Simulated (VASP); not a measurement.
# CrCuO2 (R-3m) in VASP: further runs

The runs below take CrCuO2 through single point, with PBE.

Program: VASP 6.6.1. These are calculated values, not measurements. Logs are shortened: lines on timing, memory, paths and dates and some standing lists are left out, and cuts for length are marked.

### Step 1. The cell of the first run

The structure is trigonal, space group R-3m (No. 166). Conventional cell: a = 2.677 Å, b = 2.677 Å, c = 18.319 Å, α = 90.00°, β = 90.00°, γ = 120.00°. Cr (site symmetry -3m) has 6 O at 1.95 Å and 6 Cr at 2.68 Å within 2.7 Å. Within 2.5 Å of Cu (site symmetry -3m) lie 2 O at 1.87 Å. Within 2.5 Å of O (site symmetry 3m) lie 1 Cu at 1.87 Å and 3 Cr at 1.95 Å.

### Step 2. Single point, PBE (9.47 Å³/atom)

File INCAR:

```
SYSTEM = CrCuO2
ALGO = Normal ; EDIFF = 1E-6
ENCUT = 600 ; GGA = PE
GGA_COMPAT = .FALSE. ; ISIF = 2
ISMEAR = 0 ; LASPH = .TRUE.
LCHARG = .FALSE. ; LREAL = .FALSE.
LWAVE = .FALSE. ; NBANDS = 26
NELM = 120 ; PREC = Accurate
SIGMA = 0.05
```

File KPOINTS:

```
k-points
0
G
  14 14 14
  0 0 0
```

File POSCAR:

```
CrCuO2
1.0
    1.3384417532      0.7727497065      6.1062744681
   -1.3384417532      0.7727497065      6.1062744681
    0.0000000000     -1.5454994130      6.1062744681
Cr Cu O
1 1 2
Direct
    0.5000000000      0.5000000000      0.5000000000
    0.0000000000      0.0000000000      0.0000000000
    0.1019991560      0.1019991560      0.1019991560
    0.8980008440      0.8980008440      0.8980008440
```

Potentials or basis: VASP PAW PBE potentials, release 64 (Cr_pv, Cu, O).

Launch:

```bash
> cat potpaw_PBE.64/Cr_pv/POTCAR potpaw_PBE.64/Cu/POTCAR potpaw_PBE.64/O/POTCAR > POTCAR
> mpirun -np 1 vasp_std > vasp.out
```

OUTCAR:

```text
SYSTEM = CrCuO2
   EDIFF = 1E-6
   ENCUT = 600
   GGA = PE
   ISIF = 2
   ISMEAR = 0
   LASPH = .TRUE.
   LREAL = .FALSE.
   NELM = 120
   PREC = Accurate

 ion  position               nearest neighbor table
   1  0.500  0.500  0.500-   3 1.95   4 1.95   3 1.95   3 1.95   4 1.95   4 1.95
   2  0.000  0.000  0.000-   3 1.87   4 1.87
   3  0.102  0.102  0.102-   2 1.87   1 1.95   1 1.95   1 1.95
   4  0.898  0.898  0.898-   2 1.87   1 1.95   1 1.95   1 1.95

  LATTYP: Found a trigonal (rhomboedric) cell.
 ALAT       =     6.2988218196
 COS(alpha) =     0.9096953110

  Lattice vectors:

 A1 = (   1.3384417532,   0.7727497065,   6.1062744681)
 A2 = (  -1.3384417532,   0.7727497065,   6.1062744681)
 A3 = (   0.0000000000,  -1.5454994130,   6.1062744681)

Analysis of symmetry for initial positions (statically):
=====================================================================
 Subroutine PRICEL returns:
 Original cell was already a primitive cell.

 Routine SETGRP: Setting up the symmetry group for a
 trigonal (rhombohedral) supercell.

 Subroutine GETGRP returns: Found 12 space group operations
 (whereof 12 operations were pure point group operations)
 out of a pool of 12 trial point group operations.

The static configuration has the point symmetry D_3d.

Analysis of symmetry for dynamics (positions and initial velocities):
=====================================================================
 Subroutine PRICEL returns:
 Original cell was already a primitive cell.

 Routine SETGRP: Setting up the symmetry group for a
 trigonal (rhombohedral) supercell.

 Subroutine GETGRP returns: Found 12 space group operations
 (whereof 12 operations were pure point group operations)
 out of a pool of 12 trial point group operations.

The dynamic configuration has the point symmetry D_3d.

 Subroutine INISYM returns: Found 12 space group operations
 (whereof 12 operations are pure point group operations),
 and found     1 'primitive' translations

----------------------------------------------------------------------------------------

                                     Primitive cell

  volume of cell :      37.8936

  direct lattice vectors                    reciprocal lattice vectors
     1.338441753  0.772749706  6.106274468     0.373568741  0.215680013  0.054588659
[... 81 lines left out ...]
   PREC   = accura    normal or accurate (medium, high low for compatibility)
   ISTART =      0    job   : 0-new  1-cont  2-samecut
   ICHARG =      2    charge: 1-file 2-atom 10-const
   ISPIN  =      1    spin polarized calculation?
   LNONCOLLINEAR =      F non collinear calculations
   LSORBIT =      F    spin-orbit coupling
   LASPH  =      T    aspherical Exc in radial PAW
   ENCUT  =  600.0 eV  44.10 Ry    6.64 a.u.  12.58 12.58 12.58*2*pi/ulx,y,z
   NELM   =    120;   NELMIN=  2; NELMDL= -5     # of ELM steps
   EDIFF  = 0.1E-05   stopping-criterion for ELM
   LREAL  =      F    real-space projection
   EDIFFG = 0.1E-04   stopping-criterion for IOM
   NSW    =      0    number of steps for IOM
   IBRION =     -1    ionic relax: 0-MD 1-quasi-New 2-CG
   NFREE  =      0    steps in history (QN), initial steepest desc. (CG)
   ISIF   =      2    stress and relaxation
   ISYM   =      2    0-nonsym 1-usesym 2-fastsym
   POTIM  = 0.5000    time-step for ionic-motion
   TEBEG  =    0.0;   TEEND  =   0.0 temperature during run
   PSTRESS=    0.0 pullay stress
   NELECT =      35.0000    total number of electrons
   NUPDOWN=      -1.0000    fix difference up-down
   EMIN   =  10.00;   EMAX   =-10.00  energy-range for DOS
   EFERMI =   0.00;   METHOD = LEGACY
   ISMEAR =     0;   SIGMA  =   0.05  broadening in eV -4-tet -1-fermi 0-gaus
   EFERMI_NEDOS =   21; number of points for ismear=-14 and -15
   IALGO  =     38    algorithm
   IMIX   =      4    mixing-type and parameters
     AMIX     =   0.40;   BMIX     =  1.00
     AMIX_MAG =   1.60;   BMIX_MAG =  1.00
  volume/ion in A,a.u.               =       9.47        63.93
  Fermi-wavevector in a.u.,A,eV,Ry     =   1.594320  3.012828 34.584062  2.541857
  Thomas-Fermi vector in A             =   2.692413
   LORBIT       =      0    0 simple, 1 ext, 2 COOP (PROOUT), +10 PAW based schemes
   GGA     = PE    functional components
   LHFCALC =     F    Hartree Fock is set to
   AEXX    =    0.0000 exact exchange contribution
   IVDW    =     0    specifies the selected vdW correction
   LEPSILON=     F    determine dielectric tensor
   LRPA    =     F    only Hartree local field effects (RPA)
 non-spin polarized calculation
 Gauss-broadening in eV      SIGMA  =   0.05
  energy-cutoff  :      600.00
  volume of cell :       37.89
 maximum number of plane-waves:      1296
   NGX = 25   NGY = 25   NGZ = 25

 number of electron      35.0000007 magnetization

 Free energy of the ion-electron system (eV)
  ---------------------------------------------------
  ext. energy  EPLUGINS =         0.00000000
  ---------------------------------------------------
  free energy    TOTEN  =       -27.93552923 eV

  energy without entropy =      -27.93183363  energy(sigma->0) =      -27.93368143

 E-fermi :   7.8669     XC(G=0): -12.5492

 val. band max:        7.8643076532   @ k =  -0.1429   0.0714  -0.0000
 cond. band min:       7.8694999764   @ k =  -0.2143   0.4286   0.0714
 fundamental gap:      0.0051923233
 Fermi energy:         7.8669156088

 k-point     1 :       0.0000    0.0000    0.0000
  band No.  band energies     occupation
      1     -36.1108      2.00000
      2     -35.9787      2.00000
      3     -35.9787      2.00000
      4     -13.2719      2.00000
      5     -12.0489      2.00000
      6      -1.4429      2.00000
[... 685 lines left out ...]
     25      18.2403      0.00000
     26      21.1474      0.00000

 [... further k-points ...]
[... 5 lines left out ...]
  --------------------------------------------------------------------------------------
  -------------------------------------------------------------------------------------
  Total        1.8885747      1.8885747      2.0233972      0.0000000     -0.0000000      0.0000000
  in kB       79.8507240     79.8507240     85.5511460      0.0000000     -0.0000000      0.0000000
  external PRESSURE =      81.7508646 kB  Pullay stress =       0.0000000 kB

 VOLUME and BASIS-vectors are now :
 -----------------------------------------------------------------------------
  energy-cutoff  :      600.00
  volume of cell :       37.89
      direct lattice vectors                 reciprocal lattice vectors
     1.338441753  0.772749706  6.106274468     0.373568741  0.215680013  0.054588659
    -1.338441753  0.772749706  6.106274468    -0.373568741  0.215680013  0.054588659
     0.000000000 -1.545499413  6.106274468     0.000000000 -0.431360026  0.054588659

 POSITION                                       TOTAL-FORCE (eV/Angst)
 -----------------------------------------------------------------------------------
      0.00000      0.00000      9.15941         0.000000     -0.000000      0.000000
      0.00000      0.00000      0.00000        -0.000000      0.000000     -0.000000
      0.00000      0.00000      1.86850        -0.000000     -0.000000     -0.006246
      0.00000      0.00000     16.45032        -0.000000      0.000000      0.006246
 -----------------------------------------------------------------------------------
    total drift:                               -0.000000     -0.000000      0.000000

  FREE ENERGIE OF THE ION-ELECTRON SYSTEM (eV)
  ---------------------------------------------------
  free  energy   TOTEN  =       -27.9355292320 eV

  energy  without entropy=      -27.9318336316  energy(sigma->0) =      -27.93368143
```

It took 12 min on 1 thread of Intel Xeon 6975P-C (Granite Rapids), shared host; peak memory 0.6 GiB.

What came out:

```
Free energy            : -27.9355 eV
Pressure               : 8.2 GPa
Largest force          : 0.006 eV/Å
Band gap on the k mesh : zero (an odd number of electrons rules out a gap without spin polarisation)
```

Forces on the atoms (eV/Å):
```
Cr   0.000  0.000  0.000
Cu   0.000  0.000  0.000
O    0.000  0.000 -0.006
O    0.000  0.000  0.006
```

Levels at points of the mesh, in eV from the Fermi level:
| k point | band 15 | band 16 | band 17 | band 18 | band 19 | band 20 |
| --- | --- | --- | --- | --- | --- | --- |
| (0.00, 0.00, 0.00) | -2.27 | -2.27 | -1.62 | -0.60 | -0.60 | 2.21 |
| (0.50, 0.00, 0.00) | -1.87 | -1.83 | -0.90 | 0.75 | 1.01 | 2.18 |
| (0.50, 0.50, 0.00) | -2.05 | -1.83 | -0.72 | 0.75 | 1.25 | 2.17 |
| (0.50, 0.50, 0.50) | -1.54 | -1.54 | -0.63 | -0.63 | -0.53 | 2.34 |

Caveat: the cell stands under pressure; an odd number of electrons without spin polarisation forces a metal; a magnetic or distorted state may lie lower; the run has no spin polarisation, though such a crystal can be magnetic; semilocal functionals often make such compounds metallic where correlation or magnetic order opens a gap, which also shifts bond lengths. With open d or f shells a metallic result of PBE can be an artefact of self-interaction; +U or a hybrid may open a gap.

### Step 3. Single point, PBE (9.67 Å³/atom)

This run uses another cell than the first one, of 9.67 Å³/atom.

File INCAR:

```
PREC     = Accurate       # precision mode
ENCUT    = 600            # plane-wave cutoff, eV
EDIFF    = 1E-6           # SCF threshold, eV
ISMEAR   = 0              # smearing method
SIGMA    = 0.05           # smearing width, eV
LREAL    = F              # projectors in reciprocal space
LASPH    = T              # aspherical terms in the spheres
NELM     = 120            # most SCF steps
ALGO     = Normal         # electronic algorithm
ISIF     = 2              # what is computed and relaxed
LWAVE    = F              # write WAVECAR
LCHARG   = F              # write CHGCAR
GGA      = PE             # functional
NBANDS   = 26             # bands
GGA_COMPAT= F
```

File KPOINTS:

```
Automatic mesh
0
Gamma
  14 14 14
```

File POSCAR:

```
CrCuO2
1.0
    1.3508548877      0.7799164331      6.1194546295
   -1.3508548877      0.7799164331      6.1194546295
    0.0000000000     -1.5598328662      6.1194546295
Cr Cu O
1 1 2
Direct
    0.5000000000      0.5000000000      0.5000000000
    0.0000000000      0.0000000000      0.0000000000
    0.1023814870      0.1023814870      0.1023814870
    0.8976185130      0.8976185130      0.8976185130
```

Potentials or basis: VASP PAW PBE potentials, release 64 (Cr_pv, Cu, O).

Launch:

```bash
> cat potpaw_PBE.64/Cr_pv/POTCAR potpaw_PBE.64/Cu/POTCAR potpaw_PBE.64/O/POTCAR > POTCAR
> mpirun -np 1 vasp_std > vasp.out
```

OUTCAR:

```text
PREC = Accurate
   ENCUT = 600
   EDIFF = 1E-6
   ISMEAR = 0
   LREAL = F
   LASPH = T
   NELM = 120
   ISIF = 2
   GGA = PE

 ion  position               nearest neighbor table
   1  0.500  0.500  0.500-   3 1.96   3 1.96   4 1.96   4 1.96   3 1.96   4 1.96
   2  0.000  0.000  0.000-   3 1.88   4 1.88
   3  0.102  0.102  0.102-   2 1.88   1 1.96   1 1.96   1 1.96
   4  0.898  0.898  0.898-   2 1.88   1 1.96   1 1.96   1 1.96

  LATTYP: Found a trigonal (rhomboedric) cell.
 ALAT       =     6.3151249816
[... 886 lines left out ...]
     25      17.8495      0.00000
     26      20.6951      0.00000

 [... further k-points ...]
[... 5 lines left out ...]
  --------------------------------------------------------------------------------------
  -------------------------------------------------------------------------------------
  Total        0.9644077      0.9644077      1.0924919      0.0000000      0.0000000      0.0000000
  in kB       39.9439050     39.9439050     45.2489043      0.0000000      0.0000000      0.0000000
  external PRESSURE =      41.7122381 kB  Pullay stress =       0.0000000 kB

 VOLUME and BASIS-vectors are now :
 -----------------------------------------------------------------------------
  energy-cutoff  :      600.00
  volume of cell :       38.68
      direct lattice vectors                 reciprocal lattice vectors
     1.350854888  0.779916433  6.119454629     0.370135982  0.213698109  0.054471085
    -1.350854888  0.779916433  6.119454629    -0.370135982  0.213698109  0.054471085
     0.000000000 -1.559832866  6.119454629     0.000000000 -0.427396217  0.054471085

 POSITION                                       TOTAL-FORCE (eV/Angst)
 -----------------------------------------------------------------------------------
      0.00000      0.00000      9.17918        -0.000000      0.000000      0.000000
      0.00000      0.00000      0.00000         0.000000     -0.000000      0.000000
      0.00000      0.00000      1.87956         0.000000     -0.000000     -0.004438
      0.00000      0.00000     16.47881         0.000000      0.000000      0.004438
 -----------------------------------------------------------------------------------
    total drift:                               -0.000000     -0.000000      0.000000

  FREE ENERGIE OF THE ION-ELECTRON SYSTEM (eV)
  ---------------------------------------------------
  free  energy   TOTEN  =       -27.9669711302 eV

  energy  without entropy=      -27.9631899266  energy(sigma->0) =      -27.96508053
```

stdout:

```text
POSCAR found type information on POSCAR CrCuO
 POSCAR found :  3 types and       4 ions
 scaLAPACK will be used
 LDA part: xc-table for (Slater+PW92), standard interpolation
 POSCAR, INCAR and KPOINTS ok, starting setup
 FFT: planning ... GRIDC
 FFT: planning ... GRID_SOFT
 FFT: planning ... GRID
 WAVECAR not read
 entering main loop
```

Wall time 11 min (1 thread of Intel Xeon 6975P-C (Granite Rapids), shared host); peak memory 0.61 GiB.

Results:

| Item | Value |
| --- | --- |
| Free energy | -27.9670 eV |
| Pressure | 4.2 GPa |
| Largest force | 0.004 eV/Å |
| Band gap on the k mesh | zero (an odd number of electrons rules out a gap without spin polarisation) |

Forces in eV/Å, atoms in the order of the input:
```
Cr   0.000  0.000  0.000
Cu   0.000  0.000  0.000
O    0.000  0.000 -0.004
O    0.000  0.000  0.004
```

Levels at points of the mesh, in eV from the Fermi level:
```tsv
k point	band 15	band 16	band 17	band 18	band 19	band 20
(0.00, 0.00, 0.00)	-2.23	-2.23	-1.53	-0.59	-0.59	2.12
(0.50, 0.00, 0.00)	-1.80	-1.77	-0.91	0.69	0.98	2.16
(0.50, 0.50, 0.00)	-1.98	-1.80	-0.70	0.69	1.17	2.19
(0.50, 0.50, 0.50)	-1.54	-1.54	-0.62	-0.62	-0.44	2.32
```

Caveat: the cell stands under pressure; an odd number of electrons without spin polarisation forces a metal; a magnetic or distorted state may lie lower; the run has no spin polarisation, though such a crystal can be magnetic; semilocal functionals often make such compounds metallic where correlation or magnetic order opens a gap, which also shifts bond lengths. Spin polarisation is off, so any magnetic state and its effect on volume and gap are missing.
